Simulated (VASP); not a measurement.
# MnS (R-3m) in VASP: notebook

The runs below take MnS through single point, with LDA+U, LDA.

Program: VASP 6.6.1. These are calculated values, not measurements. Logs are shortened: lines on timing, memory, paths and dates and some standing lists are left out, and cuts for length are marked.

## 1. The cell of the first run

The structure is trigonal, space group R-3m (No. 166). The conventional cell has a = 3.660 Å, b = 3.660 Å, c = 8.913 Å, α = 90.00°, β = 90.00°, γ = 120.00°. Mn (site symmetry -3m) has 6 S at 2.58 Å within 3.4 Å. S (site symmetry -3m) has 6 Mn at 2.58 Å within 3.4 Å.

## 2. Single point, LDA+U, collinear spin, ferromagnetic start

Input file INCAR:

```
SYSTEM = MnS
PREC = Accurate ; ENCUT = 520
EDIFF = 1E-6 ; ISMEAR = -1
SIGMA = 0.05 ; LREAL = .FALSE.
LASPH = .TRUE. ; NELM = 150
ALGO = Normal ; ISIF = 2
LWAVE = .FALSE. ; LCHARG = .FALSE.
ISPIN = 2 ; MAGMOM = 4 0
LORBIT = 11 ; LMAXMIX = 4
LDAU = .TRUE. ; LDAUTYPE = 2
LDAUL = 2 -1 ; LDAUU = 1 0
LDAUJ = 0 0 ; LDAUPRINT = 1
NBANDS = 20
```

Input file KPOINTS:

```
regular mesh
0
G
  9 9 9
  0 0 0
```

Input file POSCAR:

```
MnS
1.0
    1.8299960138      1.0565486912      2.9709202777
   -1.8299960138      1.0565486912      2.9709202777
    0.0000000000     -2.1130973823      2.9709202777
Mn S
1 1
Direct
    0.0000000000      0.0000000000      0.0000000000
    0.5000000000      0.5000000000      0.5000000000
```

Potentials or basis: VASP PAW LDA potentials, release 64 (Mn_pv, S).

The run is started by

```
$ cat potpaw_LDA.64/Mn_pv/POTCAR potpaw_LDA.64/S/POTCAR > POTCAR
$ mpirun -np 1 vasp_std > vasp.out
```

OUTCAR:

```text
SYSTEM = MnS
   PREC = Accurate
   ENCUT = 520
   EDIFF = 1E-6
   ISMEAR = -1
   LREAL = .FALSE.
   LASPH = .TRUE.
   NELM = 150
   ISIF = 2
   ISPIN = 2
   LORBIT = 11

 ion  position               nearest neighbor table
   1  0.000  0.000  0.000-   2 2.58   2 2.58   2 2.58   2 2.58   2 2.58   2 2.58
   2  0.500  0.500  0.500-   1 2.58   1 2.58   1 2.58   1 2.58   1 2.58   1 2.58

  LATTYP: Found a trigonal (rhomboedric) cell.
 ALAT       =     3.6457575130
 COS(alpha) =     0.4960879726

  Lattice vectors:

 A1 = (   1.8299960138,   1.0565486912,   2.9709202777)
 A2 = (  -1.8299960138,   1.0565486912,   2.9709202777)
 A3 = (   0.0000000000,  -2.1130973823,   2.9709202777)

Analysis of symmetry for initial positions (statically):
=====================================================================
 Subroutine PRICEL returns:
 Original cell was already a primitive cell.

 Routine SETGRP: Setting up the symmetry group for a
 trigonal (rhombohedral) supercell.

 Subroutine GETGRP returns: Found 12 space group operations
 (whereof 12 operations were pure point group operations)
 out of a pool of 12 trial point group operations.

The static configuration has the point symmetry D_3d.

Analysis of symmetry for dynamics (positions and initial velocities):
=====================================================================
 Subroutine PRICEL returns:
 Original cell was already a primitive cell.

 Routine SETGRP: Setting up the symmetry group for a
 trigonal (rhombohedral) supercell.

 Subroutine GETGRP returns: Found 12 space group operations
 (whereof 12 operations were pure point group operations)
 out of a pool of 12 trial point group operations.

The dynamic configuration has the point symmetry D_3d.

Analysis of structural, dynamic, and magnetic symmetry:
=====================================================================
 Subroutine PRICEL returns:
 Original cell was already a primitive cell.

 Routine SETGRP: Setting up the symmetry group for a
 trigonal (rhombohedral) supercell.

 Subroutine GETGRP returns: Found 12 space group operations
 (whereof 12 operations were pure point group operations)
 out of a pool of 12 trial point group operations.

The overall configuration has the point symmetry D_3d.

 Subroutine INISYM returns: Found 12 space group operations
 (whereof 12 operations are pure point group operations),
 and found     1 'primitive' translations

----------------------------------------------------------------------------------------

                                     Primitive cell

  volume of cell :      34.4653

  direct lattice vectors                    reciprocal lattice vectors
     1.829996014  1.056548691  2.970920278     0.273224639  0.157746319  0.112198680
    -1.829996014  1.056548691  2.970920278    -0.273224639  0.157746319  0.112198680
     0.000000000 -2.113097382  2.970920278     0.000000000 -0.315492638  0.112198680

  length of vectors
     3.645757513  3.645757513  3.645757513     0.334849441  0.334849441  0.334849441

  position of ions in fractional coordinates (direct lattice)
     0.000000000  0.000000000  0.000000000
     0.500000000  0.500000000  0.500000000

  ion indices of the primitive-cell ions
   primitive index   ion index
                 1           1
                 2           2

----------------------------------------------------------------------------------------

 KPOINTS: regular mesh

Automatic generation of k-mesh.
 Grid dimensions read from file:
 generate k-points for:    9    9    9

 Generating k-lattice:

  Cartesian coordinates                     Fractional coordinates (reciprocal lattice)
     0.030358293  0.017527369  0.012466520     0.111111111  0.000000000  0.000000000
    -0.030358293  0.017527369  0.012466520     0.000000000  0.111111111  0.000000000
     0.000000000 -0.035054738  0.012466520     0.000000000  0.000000000  0.111111111

  Length of vectors
     0.037205493  0.037205493  0.037205493

  Shift w.r.t. Gamma in fractional coordinates (k-lattice)
     0.000000000  0.000000000  0.000000000

 Subroutine IBZKPT returns following result:
 ===========================================

 Found     85 irreducible k-points:

 Following reciprocal coordinates:
            Coordinates               Weight
  0.000000  0.000000  0.000000      1.000000
  0.111111 -0.000000 -0.000000      6.000000
  0.222222  0.000000 -0.000000      6.000000
  0.333333 -0.000000 -0.000000      6.000000
  0.444444  0.000000 -0.000000      6.000000
  0.111111  0.111111 -0.000000      6.000000
[... 16 lines left out ...]
 -0.333333  0.333333  0.000000      6.000000
  0.444444  0.444444 -0.000000      6.000000
 [... further k-points ...]
   k-points           NKPTS =     85   k-points in BZ     NKDIM =     85   number of bands    NBANDS=     20
   number of dos      NEDOS =    301   number of ions     NIONS =      2
   total plane-waves  NPLWV =  21952
   dimension x,y,z NGX =    28 NGY =   28 NGZ =   28
   dimension x,y,z NGXF=    56 NGYF=   56 NGZF=   56
   ions per type =               1   1
   NGX,Y,Z   is equivalent  to a cutoff of  12.77, 12.77, 12.77 a.u.
   NGXF,Y,Z  is equivalent  to a cutoff of  25.54, 25.54, 25.54 a.u.
 SYSTEM =  MnS
   PREC   = accura    normal or accurate (medium, high low for compatibility)
   ISTART =      0    job   : 0-new  1-cont  2-samecut
   ICHARG =      2    charge: 1-file 2-atom 10-const
   ISPIN  =      2    spin polarized calculation?
   LNONCOLLINEAR =      F non collinear calculations
   LSORBIT =      F    spin-orbit coupling
   LASPH  =      T    aspherical Exc in radial PAW
   ENCUT  =  520.0 eV  38.22 Ry    6.18 a.u.   6.78  6.78  6.78*2*pi/ulx,y,z
   NELM   =    150;   NELMIN=  2; NELMDL= -5     # of ELM steps
   EDIFF  = 0.1E-05   stopping-criterion for ELM
   LREAL  =      F    real-space projection
   EDIFFG = 0.1E-04   stopping-criterion for IOM
   NSW    =      0    number of steps for IOM
   IBRION =     -1    ionic relax: 0-MD 1-quasi-New 2-CG
   NFREE  =      0    steps in history (QN), initial steepest desc. (CG)
   ISIF   =      2    stress and relaxation
   ISYM   =      2    0-nonsym 1-usesym 2-fastsym
   POTIM  = 0.5000    time-step for ionic-motion
   TEBEG  =    0.0;   TEEND  =   0.0 temperature during run
   PSTRESS=    0.0 pullay stress
   NELECT =      19.0000    total number of electrons
   NUPDOWN=      -1.0000    fix difference up-down
   EMIN   =  10.00;   EMAX   =-10.00  energy-range for DOS
   EFERMI =   0.00;   METHOD = LEGACY
   ISMEAR =    -1;   SIGMA  =   0.05  broadening in eV -4-tet -1-fermi 0-gaus
   EFERMI_NEDOS =   21; number of points for ismear=-14 and -15
   IALGO  =     38    algorithm
   IMIX   =      4    mixing-type and parameters
     AMIX     =   0.40;   BMIX     =  1.00
     AMIX_MAG =   1.60;   BMIX_MAG =  1.00
  volume/ion in A,a.u.               =      17.23       116.29
  Fermi-wavevector in a.u.,A,eV,Ry     =   1.342349  2.536672 24.516344  1.801900
  Thomas-Fermi vector in A             =   2.470510
   LORBIT       =     11    0 simple, 1 ext, 2 COOP (PROOUT), +10 PAW based schemes
 LDA+U is selected, type is set to LDAUTYPE =  2
   angular momentum for each species LDAUL =     2   -1
   U (eV)           for each species LDAUU =   1.0  0.0
   J (eV)           for each species LDAUJ =   0.0  0.0
   GGA     = CA    functional components
   LHFCALC =     F    Hartree Fock is set to
   AEXX    =    0.0000 exact exchange contribution
   IVDW    =     0    specifies the selected vdW correction
   LEPSILON=     F    determine dielectric tensor
   LRPA    =     F    only Hartree local field effects (RPA)
 spin polarized calculation
  energy-cutoff  :      520.00
  volume of cell :       34.47
 maximum number of plane-waves:       944
   NGX = 13   NGY = 13   NGZ = 13

atom =   1  type =  1  l = 2

 onsite density matrix

spin component  1

  0.9145 -0.0000 -0.0000  0.0028 -0.0000
 -0.0000  0.9127  0.0000 -0.0000  0.0028
 -0.0000  0.0000  0.9165 -0.0000 -0.0000
  0.0028 -0.0000 -0.0000  0.9127  0.0000
 -0.0000  0.0028 -0.0000  0.0000  0.9145

spin component  2

  0.0760  0.0000  0.0000 -0.0276 -0.0000
  0.0000  0.0954  0.0000 -0.0000 -0.0276
  0.0000  0.0000  0.0566 -0.0000 -0.0000
 -0.0276 -0.0000 -0.0000  0.0954 -0.0000
 -0.0000 -0.0276 -0.0000 -0.0000  0.0760

 occupancies and eigenvectors

  o =  0.0564  v =  0.0000  0.0000  0.0000  0.0000  0.0000  0.0000  0.5784  0.0000  0.0000  0.8158      0.0000  0.0000  0.0000  0.0000  0.0000  0.0000  0.0000  0.0000  0.0000  0.0000
  o =  0.0564  v =  0.0000  0.0000  0.0000  0.0000  0.0000 -0.8158  0.0000  0.0000 -0.5784 -0.0000      0.0000  0.0000  0.0000  0.0000  0.0000  0.0000  0.0000  0.0000  0.0000  0.0000
  o =  0.0566  v =  0.0000  0.0000  0.0000  0.0000  0.0000  0.0000  0.0000 -1.0000 -0.0000  0.0000      0.0000  0.0000  0.0000  0.0000  0.0000  0.0000  0.0000  0.0000  0.0000  0.0000
  o =  0.1149  v =  0.0000  0.0000  0.0000  0.0000  0.0000 -0.5784  0.0000 -0.0000  0.8158  0.0000      0.0000  0.0000  0.0000  0.0000  0.0000  0.0000  0.0000  0.0000  0.0000  0.0000
  o =  0.1149  v =  0.0000  0.0000  0.0000  0.0000  0.0000  0.0000  0.8158  0.0000  0.0000 -0.5784      0.0000  0.0000  0.0000  0.0000  0.0000  0.0000  0.0000  0.0000  0.0000  0.0000
  o =  0.9107  v =  0.5877  0.0000  0.0000 -0.8091  0.0000  0.0000  0.0000  0.0000  0.0000  0.0000      0.0000  0.0000  0.0000  0.0000  0.0000  0.0000  0.0000  0.0000  0.0000  0.0000
  o =  0.9107  v =  0.0000  0.8091 -0.0000  0.0000 -0.5877  0.0000  0.0000  0.0000  0.0000  0.0000      0.0000  0.0000  0.0000  0.0000  0.0000  0.0000  0.0000  0.0000  0.0000  0.0000
  o =  0.9165  v =  0.0000 -0.0000 -1.0000 -0.0000 -0.0000  0.0000  0.0000  0.0000  0.0000  0.0000      0.0000  0.0000  0.0000  0.0000  0.0000  0.0000  0.0000  0.0000  0.0000  0.0000
  o =  0.9166  v =  0.0000 -0.5877  0.0000 -0.0000 -0.8091  0.0000  0.0000  0.0000  0.0000  0.0000      0.0000  0.0000  0.0000  0.0000  0.0000  0.0000  0.0000  0.0000  0.0000  0.0000
  o =  0.9166  v = -0.8091  0.0000  0.0000 -0.5877  0.0000  0.0000  0.0000  0.0000  0.0000  0.0000      0.0000  0.0000  0.0000  0.0000  0.0000  0.0000  0.0000  0.0000  0.0000  0.0000

 number of electron      18.9999995 magnetization       4.7056914

 Free energy of the ion-electron system (eV)
  ---------------------------------------------------
  ext. energy  EPLUGINS =         0.00000000
  ---------------------------------------------------
  free energy    TOTEN  =       -14.62208027 eV

  energy without entropy =      -14.61570762  energy(sigma->0) =      -14.61889395

 E-fermi :   6.6792     XC(G=0): -11.0885

 val. band max:        6.6165910892   @ k =   0.3333  -0.0000  -0.0000
 cond. band min:       6.6849238254   @ k =   0.3333   0.2222   0.2222
 fundamental gap:      0.0683327362
 Fermi energy:         6.6791505336

 spin component 1

 k-point     1 :       0.0000    0.0000    0.0000
  band No.  band energies     occupation
      1     -43.4195      1.00000
      2     -43.4191      1.00000
      3     -43.4191      1.00000
      4      -7.9498      1.00000
      5       3.0614      1.00000
      6       3.0614      1.00000
[... 12 lines left out ...]
     19      18.5442      0.00000
     20      19.0228      0.00000
[... 507 lines left out ...]
 k-point    24 :       0.4444    0.4444   -0.0000
  band No.  band energies     occupation
      1     -43.4279      1.00000
      2     -43.4230      1.00000
      3     -43.4228      1.00000
      4      -6.4589      1.00000
      5       0.6228      1.00000
      6       2.5388      1.00000
[... 12 lines left out ...]
     19      21.5496      0.00000
     20      21.5567      0.00000

 [... further k-points ...]

 spin component 2

 k-point     1 :       0.0000    0.0000    0.0000
  band No.  band energies     occupation
      1     -39.2591      1.00000
      2     -39.2586      1.00000
      3     -39.2586      1.00000
      4      -7.6113      1.00000
      5       5.1280      1.00000
      6       5.1280      1.00000
[... 12 lines left out ...]
     19      19.8850      0.00000
     20      20.3160      0.00000
[... 507 lines left out ...]
 k-point    24 :       0.4444    0.4444   -0.0000
  band No.  band energies     occupation
      1     -39.2704      1.00000
      2     -39.2637      1.00000
      3     -39.2635      1.00000
      4      -6.1147      1.00000
      5       1.1091      1.00000
      6       3.5542      1.00000
[... 12 lines left out ...]
     19      21.9649      0.00000
     20      21.9744      0.00000

 [... further k-points ...]
[... 5 lines left out ...]
  --------------------------------------------------------------------------------------
  -------------------------------------------------------------------------------------
  Total       -1.6561252     -1.6561252     -1.5530894      0.0000000     -0.0000000     -0.0000000
  in kB      -76.9877868    -76.9877868    -72.1979938      0.0000000     -0.0000000     -0.0000000
  external PRESSURE =     -75.3911891 kB  Pullay stress =       0.0000000 kB

 VOLUME and BASIS-vectors are now :
 -----------------------------------------------------------------------------
  energy-cutoff  :      520.00
  volume of cell :       34.47
      direct lattice vectors                 reciprocal lattice vectors
     1.829996014  1.056548691  2.970920278     0.273224639  0.157746319  0.112198680
    -1.829996014  1.056548691  2.970920278    -0.273224639  0.157746319  0.112198680
     0.000000000 -2.113097382  2.970920278     0.000000000 -0.315492638  0.112198680

 POSITION                                       TOTAL-FORCE (eV/Angst)
 -----------------------------------------------------------------------------------
      0.00000      0.00000      0.00000        -0.000000     -0.000000      0.000000
      0.00000      0.00000      4.45638         0.000000      0.000000      0.000000
 -----------------------------------------------------------------------------------
    total drift:                                0.000000      0.000000      0.000000

  FREE ENERGIE OF THE ION-ELECTRON SYSTEM (eV)
  ---------------------------------------------------
  free  energy   TOTEN  =       -14.6220802677 eV

  energy  without entropy=      -14.6157076226  energy(sigma->0) =      -14.61889395

 total charge

# of ion       s       p       d       tot
------------------------------------------
    1        0.228   6.176   4.950  11.355
    2        1.327   2.391   0.000   3.718
--------------------------------------------------
tot          1.555   8.567   4.950  15.072

 magnetization (x)

# of ion       s       p       d       tot
------------------------------------------
    1        0.046   0.036   4.163   4.245
    2        0.025   0.085   0.000   0.110
--------------------------------------------------
tot          0.071   0.120   4.163   4.355
```

Run time: 45 s. Hardware: 1 thread of Intel Xeon 6975P-C (Granite Rapids), shared host; peak memory 0.21 GiB.

What came out:

```yaml
Free_energy: -14.6221 eV
Pressure: -7.5 GPa
Net_moment: 4.71 μB per cell
Site_moments: Mn +4.25; S +0.11 μB
Valence_electrons_inside_the_program's_atomic_spheres: Mn 11.36; S 3.72
```

Stress tensor (GPa, compression positive):
```
-7.70  0.00  0.00
 0.00 -7.70  0.00
 0.00  0.00 -7.22
```

Levels at points of the mesh, in eV from the Fermi level:
Spin up:
```csv
k point,band 10,band 11,band 12,band 13,band 14,band 15
"(0.00, 0.00, 0.00)",-1.84,-1.84,-1.79,1.89,8.58,8.58
```
Spin down:
| k point | band 4 | band 5 | band 6 | band 7 | band 8 | band 9 | band 10 | band 11 |
| --- | --- | --- | --- | --- | --- | --- | --- | --- |
| (0.00, 0.00, 0.00) | -14.29 | -1.55 | -1.55 | -1.50 | 0.32 | 0.32 | 0.35 | 0.44 |

Eigenvalues of the final occupation matrices:
```csv
site,spin,trace,eigenvalues
site 1 d,1,4.57,0.91 0.91 0.92 0.92 0.92
site 1 d,2,0.40,0.06 0.06 0.06 0.11 0.11
```

Caveat: the cell stands under tension; a cell with one magnetic atom can't hold antiferromagnetic order, which such compounds often take.

## 3. Single point, LDA+U, collinear spin, ferromagnetic start

Input file INCAR:

```
SYSTEM = MnS
PREC     = Accurate       ! precision mode
ENCUT    = 520            ! plane-wave cutoff, eV
EDIFF    = 1E-6           ! SCF threshold, eV
ISMEAR   = -1             ! smearing method
SIGMA    = 0.05           ! smearing width, eV
LREAL    = .FALSE.        ! projectors in reciprocal space
LASPH    = .TRUE.         ! aspherical terms in the spheres
NELM     = 150            ! most SCF steps
ALGO     = Normal         ! electronic algorithm
ISIF     = 2              ! what is computed and relaxed
LWAVE    = .FALSE.        ! write WAVECAR
LCHARG   = .FALSE.        ! write CHGCAR
ISPIN    = 2              ! spin polarisation
MAGMOM   = 4 0            ! initial moments
LORBIT   = 11             ! projections on sites
LMAXMIX  = 4              ! l up to which the mixer works
LDAU     = .TRUE.         ! DFT+U
LDAUTYPE = 2            
LDAUL    = 2 -1           ! shell
LDAUU    = 2 0            ! U, eV
LDAUJ    = 0 0          
LDAUPRINT= 1            
NBANDS   = 20             ! bands
```

KPOINTS is that of step 2.

POSCAR is that of step 2.

Potentials or basis: VASP PAW LDA potentials, release 64 (Mn_pv, S).

The run is started by

```
$ cat potpaw_LDA.64/Mn_pv/POTCAR potpaw_LDA.64/S/POTCAR > POTCAR
$ mpirun -np 1 vasp_std > vasp.out
```

It took 40 s on 1 thread of Intel Xeon 6975P-C (Granite Rapids), shared host; peak memory 0.2 GiB.

It converged, with:

```yaml
Free_energy: -14.2764 eV
Pressure: -4.5 GPa
Net_moment: 4.86 μB per cell
Site_moments: Mn +4.38; S +0.12 μB
Valence_electrons_inside_the_program's_atomic_spheres: Mn 11.34; S 3.74
```

Stress tensor (GPa, compression positive):
```
-4.64  0.00  0.00
 0.00 -4.64  0.00
 0.00  0.00 -4.14
```

Levels at points of the mesh, in eV from the Fermi level:
Spin up:
```tsv
k point	band 10	band 11	band 12	band 13	band 14	band 15
(0.00, 0.00, 0.00)	-1.84	-1.84	-1.79	1.84	8.42	8.42
```
Spin down:
```
           k point  band 5  band 6  band 7  band 8  band 9  band 10
(0.00, 0.00, 0.00)   -1.54   -1.54   -1.49    0.64    0.64     0.67
```

Eigenvalues of the final occupation matrices:
```tsv
site	spin	trace	eigenvalues
site 1 d	1	4.63	0.92 0.92 0.92 0.93 0.93
site 1 d	2	0.32	0.04 0.04 0.04 0.10 0.10
```

Caveat: the cell stands under tension; a cell with one magnetic atom can't hold antiferromagnetic order, which such compounds often take. The state reached can hang on the start; a lower one may exist.

## 4. Single point, LDA+U, collinear spin, ferromagnetic start

Input file INCAR:

```
SYSTEM = MnS
PREC = Accurate
ENCUT = 520
EDIFF = 1E-6
ISMEAR = -1
SIGMA = 0.05
LREAL = .False.
LASPH = .True.
NELM = 150
ALGO = Normal
ISIF = 2
LWAVE = .False.
LCHARG = .False.
ISPIN = 2
MAGMOM = 4 0
LORBIT = 11
LMAXMIX = 4
LDAU = .True.
LDAUTYPE = 2
LDAUL = 2 -1
LDAUU = 5 0
LDAUJ = 0 0
LDAUPRINT = 1
NBANDS = 20
```

Input file KPOINTS:

```
Automatic mesh
0
Gamma
  9 9 9
  0 0 0
```

POSCAR is that of step 3.

The run is started by

```
$ cat potpaw_LDA.64/Mn_pv/POTCAR potpaw_LDA.64/S/POTCAR > POTCAR
$ mpirun -np 1 vasp_std > vasp.out
```

Run time: 44 s. Hardware: 1 thread of Intel Xeon 6975P-C (Granite Rapids), shared host; peak memory 0.21 GiB.

The run converged. Its results:

| Item | Value |
| --- | --- |
| Free energy | -13.4812 eV |
| Pressure | 0.1 GPa |
| Band gap on the k mesh | 0.49 eV (least direct gap 2.61 eV) |
| Net moment | 5.00 μB per cell |
| Site moments | Mn +4.58; S +0.09 μB |
| Valence electrons inside the program's atomic spheres | Mn 11.33; S 3.78 |

Stress tensor (GPa, compression positive):
```
-0.04  0.00  0.00
 0.00 -0.04  0.00
 0.00  0.00  0.49
```

Levels at points of the mesh, in eV from the valence-band top:
Spin up:
| k point | band 8 | band 9 | band 10 | band 11 | band 12 | band 13 | band 14 | band 15 | band 16 | band 17 |
| --- | --- | --- | --- | --- | --- | --- | --- | --- | --- | --- |
| (0.00, 0.00, 0.00) | -5.16 | -5.15 | -1.42 | -1.42 | -1.36 | 2.17 | 8.48 | 8.48 | 8.57 | 10.73 |
Spin down:
```tsv
k point	band 5	band 6	band 7	band 8	band 9	band 10
(0.00, 0.00, 0.00)	-1.14	-1.14	-1.09	2.03	2.03	2.07
```

Eigenvalues of the final occupation matrices:
| site | spin | trace | eigenvalues |
| --- | --- | --- | --- |
| site 1 d | 1 | 4.72 | 0.93 0.93 0.93 0.96 0.96 |
| site 1 d | 2 | 0.21 | 0.02 0.02 0.02 0.08 0.08 |

Caveat: a cell with one magnetic atom can't hold antiferromagnetic order, which such compounds often take. The state reached can hang on the start; a lower one may exist.

(Part 1 of 2 ends here.)

The gap in the log of VASP goes by the Fermi energy; the results here count the filled bands.